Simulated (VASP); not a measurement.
**Y: single point with PBE**

The system is Y.

```
Y
1.0
     3.65494    0.00000    0.00000
    -1.82747    3.16527    0.00000
     0.00000    0.00000    5.67546
Y
2
Direct
  0.33333 0.66667 0.25000
  0.66667 0.33333 0.75000
```

| Item | Value |
| --- | --- |
| Program | VASP 6.6.1 |
| Task | single point |
| Functional | PBE |
| Potentials or basis | VASP PAW PBE potentials, release 64 (Y_sv) |
| Cutoff | 520 eV |
| k mesh | 15 × 15 × 8 |
| Occupations | gaussian, width 0.1 eV |
| Spin | no spin polarisation |

| Quantity | Value |
| --- | --- |
| Pressure | -0.1 GPa |
| Band gap on the k mesh | zero (bands 11 and 12 overlap by 1.47 eV) |

Levels at points of the mesh, in eV from the Fermi level:
| k point | band 8 | band 9 | band 10 | band 11 | band 12 | band 13 | band 14 | band 15 |
| --- | --- | --- | --- | --- | --- | --- | --- | --- |
| (0.00, 0.00, 0.00) | -22.36 | -4.68 | -1.84 | 0.96 | 1.74 | 1.74 | 2.13 | 2.36 |
| (0.00, 0.00, 0.50) | -22.44 | -3.22 | -3.22 | 1.00 | 1.00 | 1.64 | 1.64 | 1.64 |

It took 9.7 min on 1 thread of Intel Xeon 8259CL, with other jobs on the host, peak memory 0.3 GiB.
